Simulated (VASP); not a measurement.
# Al3GaSb4 (P-43m) in VASP: further runs

The runs below take Al3GaSb4 through single point, with r2SCAN.

Program: VASP 6.6.1. These are calculated values, not measurements. Logs are shortened: lines on timing, memory, paths and dates and some standing lists are left out, and cuts for length are marked.

**1. The cell of the first run**

The structure is cubic, space group P-43m (No. 215). The conventional cell has a = 6.225 Å, b = 6.225 Å, c = 6.225 Å, α = 90.00°, β = 90.00°, γ = 90.00°. Al (site symmetry -42m) has 4 Sb at 2.70 Å within 3.6 Å. Within 3.6 Å of Ga (site symmetry -43m) lie 4 Sb at 2.70 Å. Sb (site symmetry 3m) has 3 Al at 2.70 Å and 1 Ga at 2.70 Å within 3.6 Å.

**2. Single point, r2SCAN**

The input, POSCAR:

```
Al3GaSb4
1.0
    6.2247750000      0.0000000000      0.0000000000
    0.0000000000      6.2247750000      0.0000000000
    0.0000000000      0.0000000000      6.2247750000
Al Ga Sb
3 1 4
Direct
    0.5000000000      0.0000000000      0.0000000000
    0.0000000000      0.0000000000      0.5000000000
    0.0000000000      0.5000000000      0.0000000000
    0.5000000000      0.5000000000      0.5000000000
    0.2499050000      0.7500950000      0.2499050000
    0.2499050000      0.2499050000      0.7500950000
    0.7500950000      0.7500950000      0.7500950000
    0.7500950000      0.2499050000      0.2499050000
```

The input, INCAR.step1:

```
ALGO = Normal ; EDIFF = 1E-4
ENCUT = 520 ; GGA = PE
ISMEAR = 0 ; LASPH = T
LCHARG = F ; LREAL = F
LWAVE = T ; NBANDS = 31
NELM = 100 ; PREC = Accurate
SIGMA = 0.02
```

The input, INCAR.step2:

```
ALGO = Normal ; EDIFF = 1E-7
ENCUT = 520 ; ISIF = 2
ISMEAR = 0 ; ISTART = 1
LASPH = T ; LCHARG = F
LMIXTAU = T ; LREAL = F
LWAVE = F ; METAGGA = R2SCAN
NBANDS = 31 ; NELM = 100
PREC = Accurate ; SIGMA = 0.02
```

The input, KPOINTS:

```
k-points
0
Gamma
  6 6 6
```

Potentials or basis: VASP PAW PBE potentials, release 64 (Al, Ga_d, Sb).

Run with:

```sh
$ cat potpaw_PBE.64/Al/POTCAR potpaw_PBE.64/Ga_d/POTCAR potpaw_PBE.64/Sb/POTCAR > POTCAR
$ cp INCAR.step1 INCAR
$ mpirun -np 1 vasp_std > vasp.out
$ cp INCAR.step2 INCAR
$ mpirun -np 1 vasp_std > vasp.out
```

OUTCAR:

```text
EDIFF = 1E-7
   ENCUT = 520
   ISIF = 2
   ISMEAR = 0
   ISTART = 1
   LASPH = T
   LREAL = F
   METAGGA = R2SCAN
   NELM = 100
   PREC = Accurate

 ion  position               nearest neighbor table
   1  0.500  0.000  0.000-   5 2.70   6 2.70   7 2.70   8 2.70
   2  0.000  0.000  0.500-   5 2.70   6 2.70   7 2.70   8 2.70
   3  0.000  0.500  0.000-   5 2.70   6 2.70   7 2.70   8 2.70
   4  0.500  0.500  0.500-   5 2.70   6 2.70   7 2.70   8 2.70
   5  0.250  0.750  0.250-   1 2.70   2 2.70   3 2.70   4 2.70
   6  0.250  0.250  0.750-   1 2.70   2 2.70   3 2.70   4 2.70
   7  0.750  0.750  0.750-   1 2.70   2 2.70   3 2.70   4 2.70
   8  0.750  0.250  0.250-   1 2.70   2 2.70   3 2.70   4 2.70

  LATTYP: Found a simple cubic cell.
 ALAT       =     6.2247750000

  Lattice vectors:

 A1 = (   6.2247750000,   0.0000000000,   0.0000000000)
 A2 = (   0.0000000000,   6.2247750000,   0.0000000000)
 A3 = (   0.0000000000,   0.0000000000,   6.2247750000)

Analysis of symmetry for initial positions (statically):
=====================================================================
 Subroutine PRICEL returns:
 Original cell was already a primitive cell.

 Routine SETGRP: Setting up the symmetry group for a
 simple cubic supercell.

 Subroutine GETGRP returns: Found 24 space group operations
 (whereof 24 operations were pure point group operations)
 out of a pool of 48 trial point group operations.

The static configuration has the point symmetry T_d .

Analysis of symmetry for dynamics (positions and initial velocities):
=====================================================================
 Subroutine PRICEL returns:
 Original cell was already a primitive cell.

 Routine SETGRP: Setting up the symmetry group for a
 simple cubic supercell.

 Subroutine GETGRP returns: Found 24 space group operations
 (whereof 24 operations were pure point group operations)
 out of a pool of 48 trial point group operations.

The dynamic configuration has the point symmetry T_d .

 Subroutine INISYM returns: Found 24 space group operations
 (whereof 24 operations are pure point group operations),
 and found     1 'primitive' translations

----------------------------------------------------------------------------------------

                                     Primitive cell

  volume of cell :     241.1965

  direct lattice vectors                    reciprocal lattice vectors
     6.224775000  0.000000000  0.000000000     0.160648377  0.000000000  0.000000000
     0.000000000  6.224775000  0.000000000     0.000000000  0.160648377  0.000000000
     0.000000000  0.000000000  6.224775000     0.000000000  0.000000000  0.160648377

  length of vectors
     6.224775000  6.224775000  6.224775000     0.160648377  0.160648377  0.160648377

  position of ions in fractional coordinates (direct lattice)
     0.500000000  0.000000000  0.000000000
     0.000000000  0.000000000  0.500000000
     0.000000000  0.500000000  0.000000000
     0.500000000  0.500000000  0.500000000
     0.249905000  0.750095000  0.249905000
     0.249905000  0.249905000  0.750095000
     0.750095000  0.750095000  0.750095000
     0.750095000  0.249905000  0.249905000

  ion indices of the primitive-cell ions
   primitive index   ion index
                 1           1
                 2           2
                 3           3
                 4           4
                 5           5
                 6           6
                 7           7
                 8           8

----------------------------------------------------------------------------------------

 KPOINTS: k-points

Automatic generation of k-mesh.
 Grid dimensions read from file:
 generate k-points for:    6    6    6

 Generating k-lattice:

  Cartesian coordinates                     Fractional coordinates (reciprocal lattice)
     0.026774729  0.000000000  0.000000000     0.166666667  0.000000000  0.000000000
     0.000000000  0.026774729  0.000000000     0.000000000  0.166666667  0.000000000
     0.000000000  0.000000000  0.026774729     0.000000000  0.000000000  0.166666667

  Length of vectors
     0.026774729  0.026774729  0.026774729

  Shift w.r.t. Gamma in fractional coordinates (k-lattice)
     0.000000000  0.000000000  0.000000000

 Subroutine IBZKPT returns following result:
 ===========================================

 Found     20 irreducible k-points:

 Following reciprocal coordinates:
            Coordinates               Weight
  0.000000  0.000000  0.000000      1.000000
  0.166667  0.000000  0.000000      6.000000
  0.333333  0.000000  0.000000      6.000000
  0.500000  0.000000  0.000000      3.000000
  0.166667  0.166667  0.000000     12.000000
  0.333333  0.166667  0.000000     24.000000
[... 12 lines left out ...]
  0.500000  0.500000  0.333333      6.000000
  0.500000  0.500000  0.500000      1.000000
   k-points           NKPTS =     20   k-points in BZ     NKDIM =     20   number of bands    NBANDS=     31
   number of dos      NEDOS =    301   number of ions     NIONS =      8
   total plane-waves  NPLWV = 110592
   dimension x,y,z NGX =    48 NGY =   48 NGZ =   48
   dimension x,y,z NGXF=    96 NGYF=   96 NGZF=   96
   ions per type =               3   1   4
   NGX,Y,Z   is equivalent  to a cutoff of  12.82, 12.82, 12.82 a.u.
   NGXF,Y,Z  is equivalent  to a cutoff of  25.64, 25.64, 25.64 a.u.
 SYSTEM =  unknown system
   PREC   = accura    normal or accurate (medium, high low for compatibility)
   ISTART =      1    job   : 0-new  1-cont  2-samecut
   ICHARG =      0    charge: 1-file 2-atom 10-const
   ISPIN  =      1    spin polarized calculation?
   LNONCOLLINEAR =      F non collinear calculations
   LSORBIT =      F    spin-orbit coupling
   LASPH  =      T    aspherical Exc in radial PAW
   ENCUT  =  520.0 eV  38.22 Ry    6.18 a.u.  11.57 11.57 11.57*2*pi/ulx,y,z
   NELM   =    100;   NELMIN=  2; NELMDL=  0     # of ELM steps
   EDIFF  = 0.1E-06   stopping-criterion for ELM
   LREAL  =      F    real-space projection
   EDIFFG = 0.1E-05   stopping-criterion for IOM
   NSW    =      0    number of steps for IOM
   IBRION =     -1    ionic relax: 0-MD 1-quasi-New 2-CG
   NFREE  =      0    steps in history (QN), initial steepest desc. (CG)
   ISIF   =      2    stress and relaxation
   ISYM   =      2    0-nonsym 1-usesym 2-fastsym
   POTIM  = 0.5000    time-step for ionic-motion
   TEBEG  =    0.0;   TEEND  =   0.0 temperature during run
   PSTRESS=    0.0 pullay stress
   NELECT =      42.0000    total number of electrons
   NUPDOWN=      -1.0000    fix difference up-down
   EMIN   =  10.00;   EMAX   =-10.00  energy-range for DOS
   EFERMI =   0.00;   METHOD = LEGACY
   ISMEAR =     0;   SIGMA  =   0.02  broadening in eV -4-tet -1-fermi 0-gaus
   EFERMI_NEDOS =   21; number of points for ismear=-14 and -15
   IALGO  =     38    algorithm
   IMIX   =      4    mixing-type and parameters
     AMIX     =   0.40;   BMIX     =  1.00
     AMIX_MAG =   1.60;   BMIX_MAG =  1.00
  volume/ion in A,a.u.               =      30.15       203.46
  Fermi-wavevector in a.u.,A,eV,Ry     =   0.914185  1.727560 11.370864  0.835735
  Thomas-Fermi vector in A             =   2.038783
   LORBIT       =      0    0 simple, 1 ext, 2 COOP (PROOUT), +10 PAW based schemes
   METAGGA = R2SCAN    functional components
   LHFCALC =     F    Hartree Fock is set to
   AEXX    =    0.0000 exact exchange contribution
   IVDW    =     0    specifies the selected vdW correction
   LEPSILON=     F    determine dielectric tensor
   LRPA    =     F    only Hartree local field effects (RPA)
 non-spin polarized calculation
 Gauss-broadening in eV      SIGMA  =   0.02
  energy-cutoff  :      520.00
  volume of cell :      241.20
 maximum number of plane-waves:      6515
 NGX is ok and might be reduce to    48
   NGX = 23   NGY = 23   NGZ = 23

 number of electron      41.9999985 magnetization

 Free energy of the ion-electron system (eV)
  ---------------------------------------------------
  ext. energy  EPLUGINS =         0.00000000
  ---------------------------------------------------
  free energy    TOTEN  =      -136.39964865 eV

  energy without entropy =     -136.39964865  energy(sigma->0) =     -136.39964865

 E-fermi :   4.3261     XC(G=0):  -9.0553

 val. band max:        4.2183618176   @ k =   0.0000   0.0000   0.0000
 cond. band min:       4.8947175135   @ k =   0.5000   0.5000   0.5000
 fundamental gap:      0.6763556960
 Fermi energy:         4.3261117247

 k-point     1 :       0.0000    0.0000    0.0000
  band No.  band energies     occupation
      1     -10.9672      2.00000
      2     -10.9672      2.00000
      3     -10.9672      2.00000
      4     -10.9216      2.00000
      5     -10.9216      2.00000
      6      -6.8578      2.00000
[... 23 lines left out ...]
     30       7.4887      0.00000
     31       7.4887      0.00000

 k-point     2 :       0.1667    0.0000    0.0000
  band No.  band energies     occupation
      1     -10.9673      2.00000
      2     -10.9673      2.00000
      3     -10.9673      2.00000
      4     -10.9216      2.00000
      5     -10.9215      2.00000
      6      -6.7696      2.00000
[... 23 lines left out ...]
     30       7.9003      0.00000
     31       7.9003      0.00000

 k-point     3 :       0.3333    0.0000    0.0000
  band No.  band energies     occupation
      1     -10.9675      2.00000
      2     -10.9675      2.00000
      3     -10.9675      2.00000
      4     -10.9215      2.00000
      5     -10.9214      2.00000
      6      -6.5106      2.00000
[... 23 lines left out ...]
     30       8.8501      0.00000
     31       8.8501      0.00000

 k-point     4 :       0.5000    0.0000    0.0000
  band No.  band energies     occupation
      1     -10.9676      2.00000
      2     -10.9675      2.00000
      3     -10.9675      2.00000
      4     -10.9215      2.00000
      5     -10.9213      2.00000
      6      -6.1572      2.00000
[... 23 lines left out ...]
     30       9.0962      0.00000
     31       9.0962      0.00000

 k-point     5 :       0.1667    0.1667    0.0000
  band No.  band energies     occupation
      1     -10.9674      2.00000
      2     -10.9674      2.00000
      3     -10.9674      2.00000
      4     -10.9215      2.00000
      5     -10.9215      2.00000
      6      -6.6831      2.00000
[... 23 lines left out ...]
     30       7.6960      0.00000
     31       8.4520      0.00000
[... 406 lines left out ...]
     30       8.3859      0.00000
     31       9.1635      0.00000

 k-point    18 :       0.5000    0.3333    0.3333
  band No.  band energies     occupation
      1     -10.9681      2.00000
      2     -10.9680      2.00000
      3     -10.9680      2.00000
      4     -10.9212      2.00000
      5     -10.9211      2.00000
      6      -5.6997      2.00000
[... 23 lines left out ...]
     30       8.5998      0.00000
     31       8.7204      0.00000

 k-point    19 :       0.5000    0.5000    0.3333
  band No.  band energies     occupation
      1     -10.9682      2.00000
      2     -10.9681      2.00000
      3     -10.9681      2.00000
      4     -10.9212      2.00000
      5     -10.9211      2.00000
      6      -5.5856      2.00000
[... 23 lines left out ...]
     30       8.3687      0.00000
     31       8.3797      0.00000

 k-point    20 :       0.5000    0.5000    0.5000
  band No.  band energies     occupation
      1     -10.9682      2.00000
      2     -10.9682      2.00000
      3     -10.9682      2.00000
      4     -10.9211      2.00000
      5     -10.9211      2.00000
      6      -5.5628      2.00000
[... 23 lines left out ...]
     30       8.2079      0.00000
     31       8.2079      0.00000

------------------------ aborting loop because EDIFF is reached ----------------------------------------

  FORCE on cell =-STRESS in cart. coord.  units (eV):
  Direction    XX          YY          ZZ          XY          YZ          ZX
  --------------------------------------------------------------------------------------
  -------------------------------------------------------------------------------------
  Total       -1.9437484     -1.9437484     -1.9437484     -0.0000000      0.0000000     -0.0000000
  in kB      -12.9115881    -12.9115881    -12.9115881     -0.0000000      0.0000000     -0.0000000
  external PRESSURE =     -12.9115881 kB  Pullay stress =       0.0000000 kB

 VOLUME and BASIS-vectors are now :
 -----------------------------------------------------------------------------
  energy-cutoff  :      520.00
  volume of cell :      241.20
      direct lattice vectors                 reciprocal lattice vectors
     6.224775000  0.000000000  0.000000000     0.160648377  0.000000000  0.000000000
     0.000000000  6.224775000  0.000000000     0.000000000  0.160648377  0.000000000
     0.000000000  0.000000000  6.224775000     0.000000000  0.000000000  0.160648377

 POSITION                                       TOTAL-FORCE (eV/Angst)
 -----------------------------------------------------------------------------------
      3.11239      0.00000      0.00000         0.000000      0.000000     -0.000000
      0.00000      0.00000      3.11239         0.000000     -0.000000      0.000000
      0.00000      3.11239      0.00000         0.000000      0.000000     -0.000000
      3.11239      3.11239      3.11239         0.000000     -0.000000      0.000000
      1.55560      4.66917      1.55560         0.032761     -0.032761      0.032761
      1.55560      1.55560      4.66917         0.032761      0.032761     -0.032761
      4.66917      4.66917      4.66917        -0.032761     -0.032761     -0.032761
      4.66917      1.55560      1.55560        -0.032761      0.032761      0.032761
 -----------------------------------------------------------------------------------
    total drift:                               -0.000000     -0.000000     -0.000000

  FREE ENERGIE OF THE ION-ELECTRON SYSTEM (eV)
  ---------------------------------------------------
  free  energy   TOTEN  =      -136.3996486468 eV

  energy  without entropy=     -136.3996486468  energy(sigma->0) =     -136.39964865
```

It took 4.6 min on 1 thread of Intel Xeon 6975P-C (Granite Rapids), shared host; peak memory 0.45 GiB.

Results:

```yaml
Free_energy: -136.3996 eV
Pressure: -1.3 GPa
Largest_force: 0.057 eV/Å
Band_gap_on_the_k_mesh: 0.68 eV (least direct gap 0.92 eV)
```

Forces on the atoms (eV/Å):
```
Al   0.000  0.000  0.000
Al   0.000  0.000  0.000
Al   0.000  0.000  0.000
Ga   0.000  0.000  0.000
Sb   0.033 -0.033  0.033
Sb   0.033  0.033 -0.033
Sb  -0.033 -0.033 -0.033
Sb  -0.033  0.033  0.033
```

Levels at points of the mesh, in eV from the valence-band top:
| k point | band 19 | band 20 | band 21 | band 22 | band 23 | band 24 |
| --- | --- | --- | --- | --- | --- | --- |
| (0.00, 0.00, 0.00) | 0.00 | 0.00 | 0.00 | 0.92 | 1.56 | 1.56 |
| (0.50, 0.00, 0.00) | -1.47 | -1.40 | -1.40 | 1.74 | 1.99 | 3.17 |
| (0.50, 0.50, 0.00) | -1.01 | -1.01 | -1.01 | 2.31 | 2.74 | 2.74 |
| (0.50, 0.50, 0.50) | -0.92 | -0.92 | -0.92 | 0.68 | 1.58 | 1.58 |

Caveat: the PAW data sets were made with another functional, which shifts forces and pressure a little; spin-orbit coupling is left out, which moves the levels of the heavy elements. A k mesh can miss the band edges.

**3. Single point, r2SCAN**

POSCAR is that of step 2.

The input, INCAR.step1:

```
SYSTEM = Al3GaSb4
PREC     = Accurate       ! precision mode
ENCUT    = 520            ! plane-wave cutoff, eV
ISMEAR   = 0              ! smearing method
SIGMA    = 0.02           ! smearing width, eV
LREAL    = .False.        ! projectors in reciprocal space
LASPH    = .True.         ! aspherical terms in the spheres
NELM     = 100            ! most SCF steps
NBANDS   = 31             ! bands
GGA      = PE             ! functional
ALGO     = Normal         ! electronic algorithm
EDIFF    = 1E-4           ! SCF threshold, eV
LWAVE    = .True.         ! write WAVECAR
LCHARG   = .False.        ! write CHGCAR
```

The input, INCAR.step2:

```
SYSTEM = Al3GaSb4
PREC     = Accurate       ! precision mode
ENCUT    = 520            ! plane-wave cutoff, eV
EDIFF    = 1E-7           ! SCF threshold, eV
ISMEAR   = 0              ! smearing method
SIGMA    = 0.02           ! smearing width, eV
LREAL    = .False.        ! projectors in reciprocal space
LASPH    = .True.         ! aspherical terms in the spheres
NELM     = 100            ! most SCF steps
ALGO     = Normal         ! electronic algorithm
ISIF     = 2              ! what is computed and relaxed
LWAVE    = .False.        ! write WAVECAR
LCHARG   = .True.         ! write CHGCAR
METAGGA  = R2SCAN         ! meta-GGA
LMIXTAU  = .True.       
LELF     = .True.         ! ELF
LVHAR    = .True.       
NBANDS   = 31             ! bands
ISTART   = 1
```

The input, KPOINTS:

```
Automatic mesh
0
Gamma
  6 6 6
  0 0 0
```

Potentials or basis: VASP PAW PBE potentials, release 64 (Al, Ga_d, Sb).

Run with:

```sh
$ cat potpaw_PBE.64/Al/POTCAR potpaw_PBE.64/Ga_d/POTCAR potpaw_PBE.64/Sb/POTCAR > POTCAR
$ cp INCAR.step1 INCAR
$ mpirun -np 1 vasp_std > vasp.out
$ cp INCAR.step2 INCAR
$ mpirun -np 1 vasp_std > vasp.out
```

Run time: 4.6 min. Hardware: 1 thread of Intel Xeon 6975P-C (Granite Rapids), shared host; peak memory 0.45 GiB.

It converged, with:

```yaml
Free_energy: -136.3996 eV
Pressure: -1.3 GPa
Largest_force: 0.057 eV/Å
Band_gap_on_the_k_mesh: 0.68 eV (least direct gap 0.92 eV)
```

Forces in eV/Å, atoms in the order of the input:
```
Al   0.000  0.000  0.000
Al   0.000  0.000  0.000
Al   0.000  0.000  0.000
Ga   0.000  0.000  0.000
Sb   0.033 -0.033  0.033
Sb   0.033  0.033 -0.033
Sb  -0.033 -0.033 -0.033
Sb  -0.033  0.033  0.033
```

Levels at points of the mesh, in eV from the valence-band top:
| k point | band 17 | band 18 | band 19 | band 20 | band 21 | band 22 | band 23 | band 24 | band 25 | band 26 |
| --- | --- | --- | --- | --- | --- | --- | --- | --- | --- | --- |
| (0.00, 0.00, 0.00) | -2.26 | -2.26 | 0.00 | 0.00 | 0.00 | 0.92 | 1.56 | 1.56 | 1.56 | 1.71 |
| (0.50, 0.00, 0.00) | -2.77 | -1.47 | -1.47 | -1.40 | -1.40 | 1.74 | 1.99 | 3.17 | 3.30 | 4.32 |
| (0.50, 0.50, 0.00) | -2.82 | -1.08 | -1.01 | -1.01 | -1.01 | 2.31 | 2.74 | 2.74 | 2.87 | 4.93 |
| (0.50, 0.50, 0.50) | -0.97 | -0.97 | -0.92 | -0.92 | -0.92 | 0.68 | 1.58 | 1.58 | 1.58 | 3.95 |

Caveat: the PAW data sets were made with another functional, which shifts forces and pressure a little; spin-orbit coupling is left out, which moves the levels of the heavy elements. A k mesh can miss the band edges.
